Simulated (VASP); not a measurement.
Cu, 2 atoms in the cell. It takes space group Fd-3m (No. 227, cubic). Conventional cell: a = 4.087 Å, b = 4.087 Å, c = 4.087 Å, α = 90.00°, β = 90.00°, γ = 90.00°. Within 2.4 Å of Cu (site symmetry -43m) lie 4 Cu at 1.77 Å.  This cell differs from its parent crystal: volume scaled by 0.5.

```yaml
Program: VASP 6.6.1
Task: single point
Functional: LDA
Potentials_or_basis: VASP PAW LDA potentials, release 64 (Cu)
Cutoff: 520 eV
k_mesh: 15 × 15 × 15
Occupations: fermi-dirac, width 0.08 eV
Spin: no spin polarisation
Dipole_correction: no
Further_INCAR_settings: ALGO = Normal; EDIFF = 1e-06; NBANDS = 18
```

Potentials or basis: VASP PAW LDA potentials, release 64 (Cu).

Command:

```console
$ cat potpaw_LDA.64/Cu/POTCAR > POTCAR
$ mpirun -np 1 vasp_std > vasp.out
```

Hardware: 1 thread of AMD EPYC 9R14 (Zen 4), on a shared host.

Task: Estimate the wall time of this run.

Result: Run time: 29 s on 1 thread of AMD EPYC 9R14 (Zen 4), on a shared host, peak memory 0.12 GiB. Counts: scf iterations 12, k points 120.
